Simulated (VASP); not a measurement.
CdSe:

```
Cd Se
1.0
     4.30000    0.00000    0.00000
    -2.15000    3.72391    0.00000
     0.00000    0.00000    7.02000
Cd Se
2 2
Direct
  0.33333 0.66667 0.00000
  0.66667 0.33333 0.50000
  0.33333 0.66667 0.38500
  0.66667 0.33333 0.88500
```

| Property | Result |
| --- | --- |
| Program | VASP 6.6.1 |
| Task | relaxation of cell and atoms |
| Functional | RPBE |
| Potentials or basis | VASP PAW PBE potentials, release 64 (Cd, Se) |
| Cutoff | 600 eV |
| k mesh | 6 × 6 × 4 |
| Occupations | gaussian, width 0.01 eV |
| Spin | no spin polarisation |

At the start: pressure 5.3 GPa; volume 28.10 Å³/atom.

How do energy, volume and symmetry change on relaxing?

Over 8 steps the energy falls by 50.4 meV/atom and the volume is 31.18 Å³/atom (+11.0 %); space group P6_3mc (No. 186, to 0.1 Å) before and after.

Step by step:
```tsv
step	energy change (eV)	largest force (eV/Å)	pressure (GPa)	volume (Å³)
1	0.0000	0.2979	5.27	112.41
2	-0.1876	0.0432	-0.96	128.11
3	-0.1978	0.0768	-0.01	124.79
4	-0.1978	0.0738	-0.08	125.05
5	-0.1989	0.0565	-0.07	124.99
6	-0.2008	0.0019	-0.01	124.82
7	-0.2009	0.0197	0.00	124.76
8	-0.2016	0.0017	0.02	124.72
```

Final structure:
```
Cd Se
1.0
     4.45204    0.00000    0.00000
    -2.22602    3.85558    0.00000
     0.00000    0.00000    7.26593
Cd Se
2 2
Direct
  0.33333 0.66667 0.00456
  0.66667 0.33333 0.50456
  0.33333 0.66667 0.38044
  0.66667 0.33333 0.88044
```

Caveat: the PAW data sets were made with another functional, which shifts forces and pressure a little.
